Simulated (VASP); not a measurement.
# Ga3N in VASP: a series of runs

The runs below take Ga3N through single point, with PBE.

Everything below comes from runs of VASP 6.6.1. Logs are shortened: lines on timing, memory, paths and dates and some standing lists are left out, and cuts for length are marked.

## 1. The cell of the first run

The cell holds a sheet with vacuum, 4 atoms: a = 4.126 Å, b = 4.126 Å, c = 14.000 Å, α = 90.00°, β = 90.00°, γ = 90.00°.

## 2. Single point, PBE

Input file INCAR:

```
PREC = Accurate ; ENCUT = 520
EDIFF = 1E-6 ; ISMEAR = 0
SIGMA = 0.1 ; LREAL = False
LASPH = True ; NELM = 80
ALGO = Normal ; ISIF = 2
LWAVE = False ; LCHARG = False
LDIPOL = True ; IDIPOL = 3
DIPOL = 0.5 0.5 0.500 ; GGA = PE
NBANDS = 30
```

Input file KPOINTS:

```
Automatic mesh
0
Gamma
  4 4 1
```

Input file POSCAR:

```
Ga3N
1.0
    4.1261800000      0.0000000000      0.0000000000
    0.0000000000      4.1261800000      0.0000000000
    0.0000000000      0.0000000000     14.0000000000
Ga N
3 1
Direct
    0.0000000000      0.5000000000      0.5000000000
    0.5000000000      0.0000000000      0.5000000000
    0.5000000000      0.5000000000      0.5000000000
    0.0000000000      0.0000000000      0.5000000000
```

Potentials or basis: VASP PAW PBE potentials, release 64 (Ga_d, N).

The run is started by

```console
$ cat potpaw_PBE.64/Ga_d/POTCAR potpaw_PBE.64/N/POTCAR > POTCAR
$ mpirun -np 1 vasp_std > vasp.out
```

OUTCAR:

```text
PREC = Accurate
   ENCUT = 520
   EDIFF = 1E-6
   ISMEAR = 0
   LREAL = False
   LASPH = True
   NELM = 80
   ISIF = 2
   GGA = PE

 ion  position               nearest neighbor table
   1  0.000  0.500  0.500-   3 2.06   4 2.06   4 2.06   3 2.06   2 2.92   2 2.92   2 2.92   2 2.92

   2  0.500  0.000  0.500-   3 2.06   4 2.06   3 2.06   4 2.06   1 2.92   1 2.92   1 2.92   1 2.92

   3  0.500  0.500  0.500-   1 2.06   2 2.06   2 2.06   1 2.06
   4  0.000  0.000  0.500-   1 2.06   2 2.06   1 2.06   2 2.06

  LATTYP: Found a simple tetragonal cell.
 ALAT       =     4.1261800000
 C/A-ratio  =     3.3929687992

  Lattice vectors:

 A1 = (   4.1261800000,   0.0000000000,   0.0000000000)
 A2 = (   0.0000000000,   4.1261800000,   0.0000000000)
 A3 = (   0.0000000000,   0.0000000000,  14.0000000000)

Analysis of symmetry for initial positions (statically):
=====================================================================
 Subroutine PRICEL returns:
 Original cell was already a primitive cell.

 Routine SETGRP: Setting up the symmetry group for a
 simple tetragonal supercell.

 Subroutine GETGRP returns: Found 16 space group operations
 (whereof 16 operations were pure point group operations)
 out of a pool of 16 trial point group operations.

The static configuration has the point symmetry D_4h.

Analysis of symmetry for dynamics (positions and initial velocities):
=====================================================================
 Subroutine PRICEL returns:
 Original cell was already a primitive cell.

 Routine SETGRP: Setting up the symmetry group for a
 simple tetragonal supercell.

 Subroutine GETGRP returns: Found 16 space group operations
 (whereof 16 operations were pure point group operations)
 out of a pool of 16 trial point group operations.

The dynamic configuration has the point symmetry D_4h.

 Subroutine INISYM returns: Found 16 space group operations
 (whereof 16 operations are pure point group operations),
 and found     1 'primitive' translations

----------------------------------------------------------------------------------------

                                     Primitive cell

  volume of cell :     238.3551

  direct lattice vectors                    reciprocal lattice vectors
     4.126180000  0.000000000  0.000000000     0.242354914  0.000000000  0.000000000
     0.000000000  4.126180000  0.000000000     0.000000000  0.242354914  0.000000000
     0.000000000  0.000000000 14.000000000     0.000000000  0.000000000  0.071428571

  length of vectors
[... 75 lines left out ...]
   POTIM  = 0.5000    time-step for ionic-motion
   TEBEG  =    0.0;   TEEND  =   0.0 temperature during run
   PSTRESS=    0.0 pullay stress
   NELECT =      44.0000    total number of electrons
   NUPDOWN=      -1.0000    fix difference up-down
   EMIN   =  10.00;   EMAX   =-10.00  energy-range for DOS
   EFERMI =   0.00;   METHOD = LEGACY
   ISMEAR =     0;   SIGMA  =   0.10  broadening in eV -4-tet -1-fermi 0-gaus
   EFERMI_NEDOS =   21; number of points for ismear=-14 and -15
   IALGO  =     38    algorithm
   IMIX   =      4    mixing-type and parameters
     AMIX     =   0.40;   BMIX     =  1.00
     AMIX_MAG =   1.60;   BMIX_MAG =  1.00
  volume/ion in A,a.u.               =      59.59       402.12
  Fermi-wavevector in a.u.,A,eV,Ry     =   0.932147  1.761502 11.822068  0.868897
  Thomas-Fermi vector in A             =   2.058714
   LORBIT       =      0    0 simple, 1 ext, 2 COOP (PROOUT), +10 PAW based schemes
   GGA     = PE    functional components
   LHFCALC =     F    Hartree Fock is set to
   AEXX    =    0.0000 exact exchange contribution
   IVDW    =     0    specifies the selected vdW correction
   LEPSILON=     F    determine dielectric tensor
   LRPA    =     F    only Hartree local field effects (RPA)
 non-spin polarized calculation
 Gauss-broadening in eV      SIGMA  =   0.10
  energy-cutoff  :      520.00
  volume of cell :      238.36
 maximum number of plane-waves:      6444
 NGX is ok and might be reduce to    32
   NGX = 15   NGY = 15   NGZ = 53

 number of electron      43.9999972 magnetization

 dipolmoment           0.000000      0.000000      0.000000 electrons x Angstroem

 Free energy of the ion-electron system (eV)
  ---------------------------------------------------
  ext. energy  EPLUGINS =         0.00000000
  ---------------------------------------------------
  free energy    TOTEN  =        -9.44929261 eV

  energy without entropy =       -9.41021671  energy(sigma->0) =       -9.42975466

 E-fermi :  -1.8571     XC(G=0):  -3.5776

 val. band max:       -1.8631893521   @ k =   0.2500   0.0000   0.0000
 cond. band min:      -1.8540852348   @ k =   0.2500   0.2500   0.0000
 fundamental gap:      0.0091041173
 Fermi energy:        -1.8570697408

 k-point     1 :       0.0000    0.0000    0.0000
  band No.  band energies     occupation
      1     -18.9434      2.00000
      2     -18.6802      2.00000
      3     -18.3784      2.00000
      4     -18.3136      2.00000
      5     -17.8885      2.00000
      6     -17.8885      2.00000
[... 187 lines left out ...]
     29       5.6548      0.00000
     30       6.0536      0.00000

------------------------ aborting loop because EDIFF is reached ----------------------------------------

 vacuum level on the upper side and lower side of the slab       (xc-potential included)        -0.107        -0.107

  FORCE on cell =-STRESS in cart. coord.  units (eV):
  Direction    XX          YY          ZZ          XY          YZ          ZX
  --------------------------------------------------------------------------------------
  -------------------------------------------------------------------------------------
  Total       25.9330196     25.9330196     -0.0230298      0.0000000     -0.0000000      0.0000000
  in kB      174.3168206    174.3168206     -0.1548022      0.0000000     -0.0000000      0.0000000
  external PRESSURE =     116.1596130 kB  Pullay stress =       0.0000000 kB

 VOLUME and BASIS-vectors are now :
 -----------------------------------------------------------------------------
  energy-cutoff  :      520.00
  volume of cell :      238.36
      direct lattice vectors                 reciprocal lattice vectors
     4.126180000  0.000000000  0.000000000     0.242354914  0.000000000  0.000000000
     0.000000000  4.126180000  0.000000000     0.000000000  0.242354914  0.000000000
     0.000000000  0.000000000 14.000000000     0.000000000  0.000000000  0.071428571

 POSITION                                       TOTAL-FORCE (eV/Angst)
 -----------------------------------------------------------------------------------
      0.00000      2.06309      7.00000         0.000000      0.000000      0.000000
      2.06309      0.00000      7.00000         0.000000      0.000000      0.000000
      2.06309      2.06309      7.00000         0.000000      0.000000      0.000000
      0.00000      0.00000      7.00000         0.000000      0.000000      0.000000
 -----------------------------------------------------------------------------------
    total drift:                                0.000000      0.000000     -0.000000

  FREE ENERGIE OF THE ION-ELECTRON SYSTEM (eV)
  ---------------------------------------------------
  free  energy   TOTEN  =        -9.4492926096 eV

  energy  without entropy=       -9.4102167097  energy(sigma->0) =       -9.42975466

 vacuum level on the upper side and lower side of the slab         2.432         2.432
```

stdout:

```text
POSCAR found type information on POSCAR GaN
 POSCAR found :  2 types and       4 ions
 scaLAPACK will be used
 LDA part: xc-table for (Slater+PW92), standard interpolation
 POSCAR, INCAR and KPOINTS ok, starting setup
 FFT: planning ... GRIDC
 FFT: planning ... GRID_SOFT
 FFT: planning ... GRID
 WAVECAR not read
 entering main loop
```

It took 46 s on 1 thread of AMD EPYC 9R45 (Zen 5), shared host; peak memory 0.29 GiB.

What came out:

| Item | Value |
| --- | --- |
| Free energy | -9.4493 eV |
| Band gap on the k mesh | zero (band 22 reaches -0.49 eV, above the bottom of band 23 at -2.93 eV) |

Levels at points of the mesh, in eV from the Fermi level:
```
           k point  band 19  band 20  band 21  band 22  band 23  band 24
(0.00, 0.00, 0.00)    -5.77    -4.05    -1.66     0.19     0.19     0.44
(0.50, 0.00, 0.00)    -4.54    -2.63    -2.13    -1.89    -1.07     3.18
(0.50, 0.50, 0.00)    -8.21    -1.89     1.22     1.37     1.37     1.60
```

Caveat: the k points lie up to 0.38 Å⁻¹ apart.

## 3. Single point, PBE, collinear spin, ferromagnetic start

Input file INCAR:

```
PREC = Accurate
ENCUT = 520
EDIFF = 1E-6
ISMEAR = 0
SIGMA = 0.1
LREAL = F
LASPH = T
NELM = 150
ALGO = Normal
ISIF = 2
LWAVE = F
LCHARG = F
ISPIN = 2
MAGMOM = 0 0 0 1
LORBIT = 11
LDIPOL = T
IDIPOL = 3
DIPOL = 0.5 0.5 0.500
GGA = PE
NBANDS = 34
```

KPOINTS is that of step 2.

POSCAR is that of step 2.

Potentials or basis: VASP PAW PBE potentials, release 64 (Ga_d, N).

The run is started by

```console
$ cat potpaw_PBE.64/Ga_d/POTCAR potpaw_PBE.64/N/POTCAR > POTCAR
$ mpirun -np 1 vasp_std > vasp.out
```

OUTCAR:

```text
PREC = Accurate
   ENCUT = 520
   EDIFF = 1E-6
   ISMEAR = 0
   LREAL = F
   LASPH = T
   NELM = 150
   ISIF = 2
   ISPIN = 2
   LORBIT = 11
   GGA = PE

 ion  position               nearest neighbor table
   1  0.000  0.500  0.500-   3 2.06   4 2.06   4 2.06   3 2.06   2 2.92   2 2.92   2 2.92   2 2.92

   2  0.500  0.000  0.500-   3 2.06   4 2.06   3 2.06   4 2.06   1 2.92   1 2.92   1 2.92   1 2.92

   3  0.500  0.500  0.500-   1 2.06   2 2.06   2 2.06   1 2.06
   4  0.000  0.000  0.500-   1 2.06   2 2.06   1 2.06   2 2.06

  LATTYP: Found a simple tetragonal cell.
 ALAT       =     4.1261800000
 C/A-ratio  =     3.3929687992

  Lattice vectors:

 A1 = (   4.1261800000,   0.0000000000,   0.0000000000)
 A2 = (   0.0000000000,   4.1261800000,   0.0000000000)
 A3 = (   0.0000000000,   0.0000000000,  14.0000000000)

Analysis of symmetry for initial positions (statically):
=====================================================================
[... 635 lines left out ...]
  Direction    XX          YY          ZZ          XY          YZ          ZX
  --------------------------------------------------------------------------------------
  -------------------------------------------------------------------------------------
  Total       25.6835574     25.6835574     -0.0189669      0.0000000      0.0000000      0.0000000
  in kB      172.6399831    172.6399831     -0.1274921      0.0000000      0.0000000      0.0000000
  external PRESSURE =     115.0508247 kB  Pullay stress =       0.0000000 kB

 VOLUME and BASIS-vectors are now :
 -----------------------------------------------------------------------------
  energy-cutoff  :      520.00
  volume of cell :      238.36
      direct lattice vectors                 reciprocal lattice vectors
     4.126180000  0.000000000  0.000000000     0.242354914  0.000000000  0.000000000
     0.000000000  4.126180000  0.000000000     0.000000000  0.242354914  0.000000000
     0.000000000  0.000000000 14.000000000     0.000000000  0.000000000  0.071428571

 POSITION                                       TOTAL-FORCE (eV/Angst)
 -----------------------------------------------------------------------------------
      0.00000      2.06309      7.00000         0.000000      0.000000      0.000000
      2.06309      0.00000      7.00000         0.000000      0.000000      0.000000
      2.06309      2.06309      7.00000         0.000000      0.000000      0.000000
      0.00000      0.00000      7.00000         0.000000      0.000000      0.000000
 -----------------------------------------------------------------------------------
    total drift:                                0.000000      0.000000     -0.000000

  FREE ENERGIE OF THE ION-ELECTRON SYSTEM (eV)
  ---------------------------------------------------
  free  energy   TOTEN  =        -9.4765652062 eV

  energy  without entropy=       -9.4637240801  energy(sigma->0) =       -9.47014464

 vacuum level on the upper side and lower side of the slab         2.552         2.552

 total charge

# of ion       s       p       d       tot
------------------------------------------
    1        0.978   0.918  10.097  11.992
    2        0.978   0.918  10.097  11.992
    3        1.108   1.361  10.000  12.469
    4        1.327   2.270   0.000   3.597
--------------------------------------------------
tot          4.391   5.467  30.193  40.051

 magnetization (x)

# of ion       s       p       d       tot
------------------------------------------
    1        0.014   0.015   0.009   0.038
    2        0.014   0.015   0.009   0.038
    3       -0.001   0.095  -0.001   0.093
    4        0.006   0.229   0.000   0.234
--------------------------------------------------
tot          0.033   0.353   0.017   0.403
```

stdout:

```text
POSCAR found type information on POSCAR GaN
 POSCAR found :  2 types and       4 ions
 scaLAPACK will be used
 LDA part: xc-table for (Slater+PW92), standard interpolation
 POSCAR, INCAR and KPOINTS ok, starting setup
 FFT: planning ... GRIDC
 FFT: planning ... GRID_SOFT
 FFT: planning ... GRID
 WAVECAR not read
 entering main loop
```

Run time: 1.9 min. Hardware: 1 thread of AMD EPYC 9R45 (Zen 5), shared host; peak memory 0.38 GiB.

Results:

```
Free energy                                           : -9.4766 eV
Net moment                                            : 0.62 μB per cell
Site moments                                          : Ga +0.04, +0.09; N +0.23 μB
Valence electrons inside the program's atomic spheres : Ga 11.99, 12.47; N 3.60
```

Caveat: the k points lie up to 0.38 Å⁻¹ apart.

## 4. Single point, PBE

This run uses another cell than the first one, of 134.26 Å³/atom, 2.253 times its volume.

Input file INCAR:

```
SYSTEM = Ga3N
ALGO = Normal
DIPOL = 0.5 0.5 0.294
EDIFF = 1E-6
ENCUT = 520
GGA = PE
IDIPOL = 3
ISIF = 2
ISMEAR = 0
LASPH = .TRUE.
LCHARG = .FALSE.
LDIPOL = .TRUE.
LREAL = .FALSE.
LWAVE = .FALSE.
NBANDS = 30
NELM = 100
PREC = Accurate
SIGMA = 0.1
```

Input file KPOINTS:

```
k-points
0
G
  10 10 1
  0 0 0
```

Input file POSCAR:

```
Ga3N
1.0
    4.7501696704      0.0000000000      0.0000000000
    0.0000000000      4.7501696704      0.0000000000
    0.0000000000      0.0000000000     23.8000000000
Ga N
3 1
Direct
    0.0000000000      0.5000000000      0.2941176471
    0.5000000000      0.0000000000      0.2941176471
    0.5000000000      0.5000000000      0.2941176471
    0.0000000000      0.0000000000      0.2941176471
```

The run is started by

```console
$ cat potpaw_PBE.64/Ga_d/POTCAR potpaw_PBE.64/N/POTCAR > POTCAR
$ mpirun -np 1 vasp_std > vasp.out
```

Run time: 5.8 min. Hardware: 1 thread of AMD EPYC 9R45 (Zen 5), shared host; peak memory 0.63 GiB.

The run converged. Its results:

| Property | Result |
| --- | --- |
| Free energy | -12.6047 eV |
| Band gap on the k mesh | zero (band 22 reaches -2.53 eV, above the bottom of band 23 at -3.66 eV) |

Levels at points of the mesh, in eV from the Fermi level:
```tsv
k point	band 20	band 21	band 22	band 23	band 24	band 25
(0.00, 0.00, 0.00)	-2.97	-2.34	-0.06	-0.06	0.55	1.92
(0.50, 0.00, 0.00)	-2.41	-1.55	-1.38	-0.36	1.58	2.60
(0.50, 0.50, 0.00)	-0.94	0.63	0.63	1.17	1.69	1.69
```

## 5. Single point, PBE

This run uses another cell than the first one, of 136.64 Å³/atom, 2.293 times its volume.

Input file INCAR:

```
PREC     = Accurate       # precision mode
ENCUT    = 520            # plane-wave cutoff, eV
EDIFF    = 1E-6           # SCF threshold, eV
ISMEAR   = 0              # smearing method
SIGMA    = 0.1            # smearing width, eV
LREAL    = F              # projectors in reciprocal space
LASPH    = T              # aspherical terms in the spheres
NELM     = 100            # most SCF steps
ALGO     = Normal         # electronic algorithm
ISIF     = 2              # what is computed and relaxed
LWAVE    = F              # write WAVECAR
LCHARG   = F              # write CHGCAR
LDIPOL   = T            
IDIPOL   = 3            
DIPOL    = 0.5 0.5 0.294
GGA      = PE             # functional
NBANDS   = 30             # bands
```

Input file KPOINTS:

```
Automatic mesh
0
Gamma
  10 10 1
```

POSCAR, as its differences from that of step 4:

```diff
@@ -2,4 +2,4 @@
 1.0
-    4.7501696704      0.0000000000      0.0000000000
-    0.0000000000      4.7501696704      0.0000000000
+    4.7922257101      0.0000000000      0.0000000000
+    0.0000000000      4.7922257101      0.0000000000
     0.0000000000      0.0000000000     23.8000000000
```

Potentials or basis: VASP PAW PBE potentials, release 64 (Ga_d, N).

The run is started by

```console
$ cat potpaw_PBE.64/Ga_d/POTCAR potpaw_PBE.64/N/POTCAR > POTCAR
$ mpirun -np 1 vasp_std > vasp.out
```

OUTCAR:

```text
PREC = Accurate
   ENCUT = 520
   EDIFF = 1E-6
   ISMEAR = 0
   LREAL = F
   LASPH = T
   NELM = 100
   ISIF = 2
   GGA = PE

 ion  position               nearest neighbor table
   1  0.000  0.500  0.294-   3 2.40   3 2.40
   2  0.500  0.000  0.294-   3 2.40   3 2.40
   3  0.500  0.500  0.294-   1 2.40   2 2.40   2 2.40   1 2.40
   4  0.000  0.000  0.294-

  LATTYP: Found a simple tetragonal cell.
 ALAT       =     4.7922257101
 C/A-ratio  =     4.9663770949

  Lattice vectors:

 A1 = (   4.7922257101,   0.0000000000,   0.0000000000)
[... 891 lines left out ...]
  -------------------------------------------------------------------------------------
  Total       -0.7681137     -0.7681137     -0.0150166      0.0000000     -0.0000000      0.0000000
  in kB       -2.2515657     -2.2515657     -0.0440179      0.0000000     -0.0000000      0.0000000
  external PRESSURE =      -1.5157164 kB  Pullay stress =       0.0000000 kB

 VOLUME and BASIS-vectors are now :
 -----------------------------------------------------------------------------
  energy-cutoff  :      520.00
  volume of cell :      546.58
      direct lattice vectors                 reciprocal lattice vectors
     4.792225710  0.000000000  0.000000000     0.208671307  0.000000000  0.000000000
     0.000000000  4.792225710  0.000000000     0.000000000  0.208671307  0.000000000
     0.000000000  0.000000000 23.800000000     0.000000000  0.000000000  0.042016807

 POSITION                                       TOTAL-FORCE (eV/Angst)
 -----------------------------------------------------------------------------------
      0.00000      2.39611      7.00000         0.000000      0.000000     -0.000000
      2.39611      0.00000      7.00000         0.000000     -0.000000     -0.000000
      2.39611      2.39611      7.00000         0.000000      0.000000      0.000000
      0.00000      0.00000      7.00000         0.000000      0.000000      0.000000
 -----------------------------------------------------------------------------------
    total drift:                                0.000000      0.000000      0.000089

  FREE ENERGIE OF THE ION-ELECTRON SYSTEM (eV)
  ---------------------------------------------------
  free  energy   TOTEN  =       -12.5991908027 eV

  energy  without entropy=      -12.5803440893  energy(sigma->0) =      -12.58976745

 vacuum level on the upper side and lower side of the slab         1.098         1.098
```

stdout:

```text
POSCAR found type information on POSCAR GaN
 POSCAR found :  2 types and       4 ions
 scaLAPACK will be used
 LDA part: xc-table for (Slater+PW92), standard interpolation
 POSCAR, INCAR and KPOINTS ok, starting setup
 FFT: planning ... GRIDC
 FFT: planning ... GRID_SOFT
 FFT: planning ... GRID
 WAVECAR not read
 entering main loop
```

It took 5.5 min on 1 thread of AMD EPYC 9R45 (Zen 5), shared host; peak memory 0.64 GiB.

Results:

- Free energy: -12.5992 eV
- Band gap on the k mesh: zero (band 22 reaches -2.56 eV, above the bottom of band 23 at -3.67 eV)

Levels at points of the mesh, in eV from the Fermi level:
| k point | band 19 | band 20 | band 21 | band 22 | band 23 | band 24 | band 25 | band 26 |
| --- | --- | --- | --- | --- | --- | --- | --- | --- |
| (0.00, 0.00, 0.00) | -3.62 | -3.04 | -2.25 | -0.07 | -0.07 | 0.56 | 1.71 | 3.45 |
| (0.50, 0.00, 0.00) | -2.73 | -2.43 | -1.52 | -1.31 | -0.32 | 1.49 | 2.57 | 4.52 |
| (0.50, 0.50, 0.00) | -6.53 | -0.88 | 0.61 | 0.61 | 1.17 | 1.70 | 1.70 | 3.12 |

## 6. Summary

| spin | cell | k mesh | gap on the mesh (eV) |
| --- | --- | --- | --- |
| off | a = 4.126, b = 4.126, c = 14.000 Å, 4 atoms | 4 × 4 × 1 | none |
| collinear, ferromagnetic start | a = 4.126, b = 4.126, c = 14.000 Å, 4 atoms | 4 × 4 × 1 | none |
| off | a = 4.750, b = 4.750, c = 23.800 Å, 4 atoms | 10 × 10 × 1 | none |
| off | a = 4.792, b = 4.792, c = 23.800 Å, 4 atoms | 10 × 10 × 1 | none |

Alike in all rows: task single point; level PBE; potentials or basis VASP PAW PBE potentials, release 64 (Ga_d, N); cutoff (eV) 520; smearing gaussian 0.1 eV.

Caveats: some runs use coarse meshes.

Absolute energies hang on the potentials; compare differences alone.
